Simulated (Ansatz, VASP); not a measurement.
# AlCu in VASP and in Ansatz

```
CELL_PARAMETERS angstrom
0.00000 2.14718 2.14718
2.14718 0.00000 2.14718
2.14718 2.14718 0.00000
ATOMIC_POSITIONS crystal
Cu 0.00000 0.00000 0.00000
Al 0.50000 0.50000 0.50000
```

Change from the starting cell: volume scaled by 0.64, LAPW.

Alike in both runs: task single point; functional PBEsol; k mesh 14 × 14 × 14; occupations fermi-dirac, width 0.1 eV; no spin polarisation.

|  | VASP | Ansatz |
| --- | --- | --- |
| version | VASP 6.6.1 | Ansatz 0.2.0 |
| potentials or method | VASP PAW PBE potentials, release 64 (Cu, Al), cutoff 520 eV | all-electron LAPW, scalar-relativistic |

```tsv
	VASP	Ansatz	Ansatz less VASP
pressure (GPa)	105.6	105.1	-0.49
```

VASP's potentials were made for PBE, not for PBEsol. Both programs put the cell under a high pressure, so it lies far from rest at this level. Ansatz ran all-electron here, and VASP with PAW potentials.

Noted on VASP's run: the cell as given lies far from equilibrium.
